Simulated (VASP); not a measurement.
LiBr:

```
Li Br
1.0
     0.00000    2.74450    2.74450
     2.74450    0.00000    2.74450
     2.74450    2.74450    0.00000
Li Br
1 1
Direct
  0.00000 0.00000 0.00000
  0.50000 0.50000 0.50000
```

| Item | Value |
| --- | --- |
| Program | VASP 6.6.1 |
| Task | relaxation of cell and atoms |
| Functional | PBEsol |
| Potentials or basis | VASP PAW PBE potentials, release 64 (Li_sv, Br) |
| Cutoff | 750 eV |
| k mesh | 8 × 8 × 8 |
| Occupations | gaussian, width 0.02 eV |
| Spin | no spin polarisation |

At the start: pressure -1.2 GPa; volume 20.67 Å³/atom.

Q: Where does the relaxation end?

A: Over 3 steps the energy falls by 3.3 meV/atom and the volume is 19.81 Å³/atom (-4.2 %); space group Fm-3m (No. 225, to 0.1 Å) before and after.

Step by step:
```
step  energy change (eV)  largest force (eV/Å)  pressure (GPa)  volume (Å³)
   1              0.0000                0.0000           -1.16        41.34
   2             -0.0049                0.0000           -0.61        40.46
   3             -0.0066                0.0000           -0.03        39.61
```

Final structure:
```cif
data_structure
_symmetry_space_group_name_H-M 'P 1'
_symmetry_Int_Tables_number 1
_cell_length_a 3.8264
_cell_length_b 3.8264
_cell_length_c 3.8264
_cell_angle_alpha 60.000
_cell_angle_beta 60.000
_cell_angle_gamma 60.000
_cell_volume 39.61
loop_
_atom_site_label
_atom_site_type_symbol
_atom_site_fract_x
_atom_site_fract_y
_atom_site_fract_z
_atom_site_occupancy
Li1 Li 0.00000 0.00000 0.00000 1
Br1 Br 0.50000 0.50000 0.50000 1
```

Caveat: the PAW data sets were made with another functional, which shifts forces and pressure a little.
